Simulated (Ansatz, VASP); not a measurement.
**TiTe2 in VASP and in Ansatz**

File INCAR:

```
SYSTEM = TiTe2
PREC     = Accurate       ! precision mode
ENCUT    = 520            ! plane-wave cutoff, eV
EDIFF    = 1E-8           ! SCF threshold, eV
ISMEAR   = -1             ! smearing method
SIGMA    = 0.03           ! smearing width, eV
LREAL    = .False.        ! projectors in reciprocal space
LASPH    = .True.         ! aspherical terms in the spheres
NELM     = 60             ! most SCF steps
ALGO     = Normal         ! electronic algorithm
ISIF     = 2              ! what is computed and relaxed
LWAVE    = .False.        ! write WAVECAR
LCHARG   = .False.        ! write CHGCAR
GGA      = PS             ! functional
LEFG     = .True.       
NBANDS   = 19             ! bands
```

Contents of KPOINTS:

```
regular mesh
0
Gamma
  13 13 7
  0 0 0
```

POSCAR

```
TiTe2
1.0
    3.7770008876      0.0000000000      0.0000000000
   -1.8885004438      3.2709787188      0.0000000000
    0.0000000000      0.0000000000      6.4980000000
Ti Te
1 2
Direct
    0.0000000000      0.0000000000      0.0000000000
    0.6666666667      0.3333333333      0.2628000000
    0.3333333333      0.6666666667      0.7372000000
```

Input for Ansatz:

```yaml
crystal:
  lattice:
    - [3.7770008876, 0.0, 0.0]
    - [-1.8885004438, 3.2709787188, 0.0]
    - [0.0, 0.0, 6.498]
  atoms:
    - { symbol: Ti, position: [0.0, 0.0, 0.0] }
    - { symbol: Te, position: [0.6666666667, 0.3333333333, 0.2628] }
    - { symbol: Te, position: [0.3333333333, 0.6666666667, 0.7372] }
kpoints:
  mp_grid: { grid: [13, 13, 7] }
  band_path:
    path:
      - [0.0, 0.0, 0.0]
      - [0.5, 0.0, 0.0]
      - [0.3333333333, 0.3333333333, 0.0]
      - [0.0, 0.0, 0.0]
      - [0.0, 0.0, 0.5]
      - [0.5, 0.0, 0.5]
      - [0.3333333333, 0.3333333333, 0.5]
      - [0.0, 0.0, 0.5]
      - [0.5, 0.0, 0.5]
    npoints: 14
scf:
  occupations: { method: fermi_dirac, width: 0.03 }
hamiltonian:
  xc: pbesol
  pseudopotentials: { kind: paw }
output:
  forces: true
  stress: true
  eigenvalues: true
  efg: { contact_densities: true }
  populations: true
  bader: true
  dos: { projected: true, de: 0.2, e_range: [-14, 8] }
  write_density: true
  write_potential: true
  elf: true
  volumetric_format: npy
```

Alike in both runs: task electric field gradients; functional PBEsol; k mesh 13 × 13 × 7; occupations fermi-dirac, width 0.03 eV; no spin polarisation.

```csv
,VASP,Ansatz
version,VASP 6.6.1,Ansatz 0.2.0
potentials or method,"VASP PAW PBE potentials, release 64 (Ti_sv, Te)","PAW with Ansatz's default frozen-core files, scalar-relativistic"
plane-wave cutoff (eV),520,420
valence electrons in the cell,24,44
```

|  | VASP | Ansatz | Ansatz less VASP |
| --- | --- | --- | --- |
| pressure (GPa) | -2.2 | -2.3 | -0.05 |
| traceless stress, the component that is largest in VASP (GPa) | 0.71 | 0.70 | -0.012 |
| rms of the force components (eV/Å) | 0.043 | 0.051 | +0.0089 |
| size of Vzz on the site where it differs most (V/Å²) | 60.7 | 63.7 | +3.02 |

VASP's potentials were made for PBE, not for PBEsol. Atom by atom the forces differ by 0.009 eV/Å (rms over components). With one functional, cell and mesh, what is left measures potentials, basis and numerics. VASP's potentials hold 24 valence electrons a cell and Ansatz's 44, so a difference there can come from the potentials and not from the codes.

Neither program's run includes spin-orbit coupling.
